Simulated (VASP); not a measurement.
# AlCr2C (k07) (P6_3/mmc) in VASP: further runs

AlCr2C (k07) is run at these levels: PBE; tasks: single point.

Program: VASP 6.6.1. These are calculated values, not measurements. Logs are shortened: lines on timing, memory, paths and dates and some standing lists are left out, and cuts for length are marked.

### 1 The cell of the first run

It takes space group P6_3/mmc (No. 194, hexagonal). Conventional cell: a = 2.825 Å, b = 2.825 Å, c = 12.601 Å, α = 90.00°, β = 90.00°, γ = 120.00°. Al (site symmetry -6m2) has 6 Cr at 2.64 Å and 6 Al at 2.83 Å within 3.5 Å. Cr (site symmetry 3m) has 3 C at 1.95 Å within 2.6 Å. Within 2.6 Å of C (site symmetry -3m) lie 6 Cr at 1.95 Å.

### 2 Single point, PBE

File INCAR:

```
SYSTEM = AlCr2C
PREC = Accurate
ENCUT = 520
EDIFF = 1E-7
ISMEAR = 0
SIGMA = 0.1
LREAL = .False.
LASPH = .True.
NELM = 100
ALGO = Normal
ISIF = 2
LWAVE = .False.
LCHARG = .False.
GGA = PE
NBANDS = 41
```

File KPOINTS:

```
Automatic mesh
0
Gamma
  9 9 2
  0 0 0
```

File POSCAR:

```
AlCr2C
1.0
    2.8251010646      0.0000000000      0.0000000000
   -1.4125505323      2.4466092902      0.0000000000
    0.0000000000      0.0000000000     12.6013736800
Al Cr C
2 4 2
Direct
    0.6666666700      0.3333333300      0.2500000000
    0.3333333300      0.6666666700      0.7500000000
    0.3333333300      0.6666666700      0.4149411600
    0.6666666700      0.3333333300      0.9149411600
    0.6666666700      0.3333333300      0.5850588400
    0.3333333300      0.6666666700      0.0850588400
    0.0000000000      0.0000000000      0.5000000000
    0.0000000000      0.0000000000      0.0000000000
```

Potentials or basis: VASP PAW PBE potentials, release 64 (Al, Cr_pv, C).

Launch:

```bash
cat potpaw_PBE.64/Al/POTCAR potpaw_PBE.64/Cr_pv/POTCAR potpaw_PBE.64/C/POTCAR > POTCAR
mpirun -np 1 vasp_std > vasp.out
```

OUTCAR:

```text
SYSTEM = AlCr2C
   PREC = Accurate
   ENCUT = 520
   EDIFF = 1E-7
   ISMEAR = 0
   LREAL = .False.
   LASPH = .True.
   NELM = 100
   ISIF = 2
   GGA = PE

 ion  position               nearest neighbor table
   1  0.667  0.333  0.250-   3 2.64   6 2.64   3 2.64   6 2.64   3 2.64   6 2.64
   2  0.333  0.667  0.750-   4 2.64   5 2.64   4 2.64   5 2.64   4 2.64   5 2.64
   3  0.333  0.667  0.415-   7 1.95   7 1.95   7 1.95   1 2.64   1 2.64   1 2.64   5 2.69   5 2.69
                             5 2.69
   4  0.667  0.333  0.915-   8 1.95   8 1.95   8 1.95   2 2.64   2 2.64   2 2.64   6 2.69   6 2.69
                             6 2.69
   5  0.667  0.333  0.585-   7 1.95   7 1.95   7 1.95   2 2.64   2 2.64   2 2.64   3 2.69   3 2.69
                             3 2.69
   6  0.333  0.667  0.085-   8 1.95   8 1.95   8 1.95   1 2.64   1 2.64   1 2.64   4 2.69   4 2.69
                             4 2.69
   7  0.000  0.000  0.500-   3 1.95   5 1.95   3 1.95   5 1.95   5 1.95   3 1.95
   8  0.000  0.000  0.000-   4 1.95   6 1.95   6 1.95   4 1.95   4 1.95   6 1.95

  LATTYP: Found a hexagonal cell.
 ALAT       =     2.8251010646
 C/A-ratio  =     4.4605036747

  Lattice vectors:

 A1 = (   2.8251010646,   0.0000000000,   0.0000000000)
 A2 = (  -1.4125505323,   2.4466092902,   0.0000000000)
 A3 = (   0.0000000000,   0.0000000000,  12.6013736800)

Analysis of symmetry for initial positions (statically):
=====================================================================
 Subroutine PRICEL returns:
 Original cell was already a primitive cell.

 Routine SETGRP: Setting up the symmetry group for a
 hexagonal supercell.

 Subroutine GETGRP returns: Found 24 space group operations
 (whereof 12 operations were pure point group operations)
 out of a pool of 24 trial point group operations.

The static configuration has the point symmetry D_3d.
 The point group associated with its full space group is D_6h.

Analysis of symmetry for dynamics (positions and initial velocities):
=====================================================================
 Subroutine PRICEL returns:
 Original cell was already a primitive cell.

 Routine SETGRP: Setting up the symmetry group for a
 hexagonal supercell.

 Subroutine GETGRP returns: Found 24 space group operations
 (whereof 12 operations were pure point group operations)
 out of a pool of 24 trial point group operations.

The dynamic configuration has the point symmetry D_3d.
 The point group associated with its full space group is D_6h.

 Subroutine INISYM returns: Found 24 space group operations
 (whereof 12 operations are pure point group operations),
 and found     1 'primitive' translations

----------------------------------------------------------------------------------------

                                     Primitive cell

  volume of cell :      87.0997

  direct lattice vectors                    reciprocal lattice vectors
     2.825101065  0.000000000  0.000000000     0.353969638  0.204364466  0.000000000
    -1.412550532  2.446609290  0.000000000     0.000000000  0.408728931  0.000000000
     0.000000000  0.000000000 12.601373680     0.000000000  0.000000000  0.079356428

  length of vectors
     2.825101065  2.825101065 12.601373680     0.408728931  0.408728931  0.079356428

  position of ions in fractional coordinates (direct lattice)
     0.666666670  0.333333330  0.250000000
     0.333333330  0.666666670  0.750000000
     0.333333330  0.666666670  0.414941160
     0.666666670  0.333333330  0.914941160
     0.666666670  0.333333330  0.585058840
     0.333333330  0.666666670  0.085058840
     0.000000000  0.000000000  0.500000000
     0.000000000  0.000000000  0.000000000

  ion indices of the primitive-cell ions
   primitive index   ion index
                 1           1
                 2           2
                 3           3
                 4           4
                 5           5
                 6           6
                 7           7
                 8           8

----------------------------------------------------------------------------------------

 KPOINTS: Automatic mesh

Automatic generation of k-mesh.
 Grid dimensions read from file:
 generate k-points for:    9    9    2

 Generating k-lattice:

  Cartesian coordinates                     Fractional coordinates (reciprocal lattice)
     0.039329960  0.022707163  0.000000000     0.111111111  0.000000000  0.000000000
     0.000000000  0.045414326  0.000000000     0.000000000  0.111111111  0.000000000
     0.000000000  0.000000000  0.039678214     0.000000000  0.000000000  0.500000000

  Length of vectors
     0.045414326  0.045414326  0.039678214

  Shift w.r.t. Gamma in fractional coordinates (k-lattice)
     0.000000000  0.000000000  0.000000000

 Subroutine IBZKPT returns following result:
 ===========================================

 Found     24 irreducible k-points:

 Following reciprocal coordinates:
            Coordinates               Weight
  0.000000  0.000000  0.000000      1.000000
  0.111111  0.000000  0.000000      6.000000
  0.222222  0.000000  0.000000      6.000000
  0.333333  0.000000  0.000000      6.000000
  0.444444  0.000000  0.000000      6.000000
  0.111111  0.111111  0.000000      6.000000
[... 16 lines left out ...]
  0.333333  0.222222  0.500000     12.000000
  0.333333  0.333333  0.500000      2.000000
   k-points           NKPTS =     24   k-points in BZ     NKDIM =     24   number of bands    NBANDS=     41
   number of dos      NEDOS =    301   number of ions     NIONS =      8
   total plane-waves  NPLWV =  55296
   dimension x,y,z NGX =    24 NGY =   24 NGZ =   96
   dimension x,y,z NGXF=    48 NGYF=   48 NGZF=  192
   ions per type =               2   4   2
   NGX,Y,Z   is equivalent  to a cutoff of  14.12, 14.12, 12.66 a.u.
   NGXF,Y,Z  is equivalent  to a cutoff of  28.25, 28.25, 25.33 a.u.
 SYSTEM =  AlCr2C
   PREC   = accura    normal or accurate (medium, high low for compatibility)
   ISTART =      0    job   : 0-new  1-cont  2-samecut
   ICHARG =      2    charge: 1-file 2-atom 10-const
   ISPIN  =      1    spin polarized calculation?
   LNONCOLLINEAR =      F non collinear calculations
   LSORBIT =      F    spin-orbit coupling
   LASPH  =      T    aspherical Exc in radial PAW
   ENCUT  =  520.0 eV  38.22 Ry    6.18 a.u.   5.25  5.25 23.43*2*pi/ulx,y,z
   NELM   =    100;   NELMIN=  2; NELMDL= -5     # of ELM steps
   EDIFF  = 0.1E-06   stopping-criterion for ELM
   LREAL  =      F    real-space projection
   EDIFFG = 0.1E-05   stopping-criterion for IOM
   NSW    =      0    number of steps for IOM
   IBRION =     -1    ionic relax: 0-MD 1-quasi-New 2-CG
   NFREE  =      0    steps in history (QN), initial steepest desc. (CG)
   ISIF   =      2    stress and relaxation
   ISYM   =      2    0-nonsym 1-usesym 2-fastsym
   POTIM  = 0.5000    time-step for ionic-motion
   TEBEG  =    0.0;   TEEND  =   0.0 temperature during run
   PSTRESS=    0.0 pullay stress
   NELECT =      62.0000    total number of electrons
   NUPDOWN=      -1.0000    fix difference up-down
   EMIN   =  10.00;   EMAX   =-10.00  energy-range for DOS
   EFERMI =   0.00;   METHOD = LEGACY
   ISMEAR =     0;   SIGMA  =   0.10  broadening in eV -4-tet -1-fermi 0-gaus
   EFERMI_NEDOS =   21; number of points for ismear=-14 and -15
   IALGO  =     38    algorithm
   IMIX   =      4    mixing-type and parameters
     AMIX     =   0.40;   BMIX     =  1.00
     AMIX_MAG =   1.60;   BMIX_MAG =  1.00
  volume/ion in A,a.u.               =      10.89        73.47
  Fermi-wavevector in a.u.,A,eV,Ry     =   1.461728  2.762265 29.070870  2.136649
  Thomas-Fermi vector in A             =   2.578025
   LORBIT       =      0    0 simple, 1 ext, 2 COOP (PROOUT), +10 PAW based schemes
   GGA     = PE    functional components
   LHFCALC =     F    Hartree Fock is set to
   AEXX    =    0.0000 exact exchange contribution
   IVDW    =     0    specifies the selected vdW correction
   LEPSILON=     F    determine dielectric tensor
   LRPA    =     F    only Hartree local field effects (RPA)
 non-spin polarized calculation
 Gauss-broadening in eV      SIGMA  =   0.10
  energy-cutoff  :      520.00
  volume of cell :       87.10
 maximum number of plane-waves:      2361
 NGX is ok and might be reduce to    24
   NGX = 11   NGY = 11   NGZ = 47

 number of electron      61.9999977 magnetization

 Free energy of the ion-electron system (eV)
  ---------------------------------------------------
  ext. energy  EPLUGINS =         0.00000000
  ---------------------------------------------------
  free energy    TOTEN  =       -65.49217904 eV

  energy without entropy =      -65.45919186  energy(sigma->0) =      -65.47568545

 E-fermi :  10.1575     XC(G=0): -12.5563

 val. band max:       10.1509732750   @ k =   0.2222   0.0000   0.0000
 cond. band min:      10.2245270019   @ k =   0.3333   0.0000   0.0000
 fundamental gap:      0.0735537269
 Fermi energy:        10.1575192070

 k-point     1 :       0.0000    0.0000    0.0000
  band No.  band energies     occupation
      1     -33.2316      2.00000
      2     -33.2300      2.00000
      3     -33.0005      2.00000
      4     -33.0005      2.00000
      5     -33.0005      2.00000
      6     -33.0005      2.00000
[... 33 lines left out ...]
     40      13.5686      0.00000
     41      15.3616      0.00000

 k-point     2 :       0.1111    0.0000    0.0000
  band No.  band energies     occupation
      1     -33.2240      2.00000
      2     -33.2226      2.00000
      3     -33.0409      2.00000
      4     -33.0407      2.00000
      5     -33.0124      2.00000
      6     -33.0123      2.00000
[... 957 lines left out ...]
     40      12.3233      0.00000
     41      13.4348      0.00000

 k-point    24 :       0.3333    0.3333    0.5000
  band No.  band energies     occupation
      1     -33.2450      2.00000
      2     -33.2450      2.00000
      3     -33.2151      2.00000
      4     -33.2151      2.00000
      5     -33.2151      2.00000
      6     -33.2151      2.00000
[... 33 lines left out ...]
     40      11.9640      0.00000
     41      13.3261      0.00000

------------------------ aborting loop because EDIFF is reached ----------------------------------------

  FORCE on cell =-STRESS in cart. coord.  units (eV):
  Direction    XX          YY          ZZ          XY          YZ          ZX
  --------------------------------------------------------------------------------------
  -------------------------------------------------------------------------------------
  Total        1.9840116      1.9840116      2.0544281      0.0000000      0.0000000      0.0000000
  in kB       36.4954139     36.4954139     37.7907078      0.0000000      0.0000000      0.0000000
  external PRESSURE =      36.9271785 kB  Pullay stress =       0.0000000 kB

 VOLUME and BASIS-vectors are now :
 -----------------------------------------------------------------------------
  energy-cutoff  :      520.00
  volume of cell :       87.10
      direct lattice vectors                 reciprocal lattice vectors
     2.825101065  0.000000000  0.000000000     0.353969638  0.204364466  0.000000000
    -1.412550532  2.446609290  0.000000000     0.000000000  0.408728931  0.000000000
     0.000000000  0.000000000 12.601373680     0.000000000  0.000000000  0.079356428

 POSITION                                       TOTAL-FORCE (eV/Angst)
 -----------------------------------------------------------------------------------
      1.41255      0.81554      3.15034        -0.000000      0.000000      0.000000
     -0.00000      1.63107      9.45103        -0.000000      0.000000      0.000000
     -0.00000      1.63107      5.22883         0.000000     -0.000000     -0.044512
      1.41255      0.81554     11.52952        -0.000000      0.000000     -0.044512
      1.41255      0.81554      7.37255         0.000000      0.000000      0.044512
     -0.00000      1.63107      1.07186         0.000000     -0.000000      0.044512
      0.00000      0.00000      6.30069        -0.000000      0.000000      0.000000
      0.00000      0.00000      0.00000        -0.000000      0.000000      0.000000
 -----------------------------------------------------------------------------------
    total drift:                               -0.000008      0.000005     -0.000000

  FREE ENERGIE OF THE ION-ELECTRON SYSTEM (eV)
  ---------------------------------------------------
  free  energy   TOTEN  =       -65.4921790404 eV

  energy  without entropy=      -65.4591918638  energy(sigma->0) =      -65.47568545
```

Run time: 62 s. Hardware: 1 thread of Intel Xeon Platinum 8559C (Emerald Rapids), shared host; peak memory 0.24 GiB.

What came out:

* Free energy: -65.4922 eV
* Pressure: 3.7 GPa
* Largest force: 0.045 eV/Å
* Band gap on the k mesh: zero (band 31 reaches 10.55 eV, above the bottom of band 32 at 9.77 eV)

Forces on the atoms (eV/Å):
```
Al   0.000  0.000  0.000
Al   0.000  0.000  0.000
Cr   0.000  0.000 -0.045
Cr   0.000  0.000 -0.045
Cr   0.000  0.000  0.045
Cr   0.000  0.000  0.045
C    0.000  0.000  0.000
C    0.000  0.000  0.000
```

Stress tensor (GPa, compression positive):
```
3.65 0.00 0.00
0.00 3.65 0.00
0.00 0.00 3.78
```

[end of part 1 of 2]
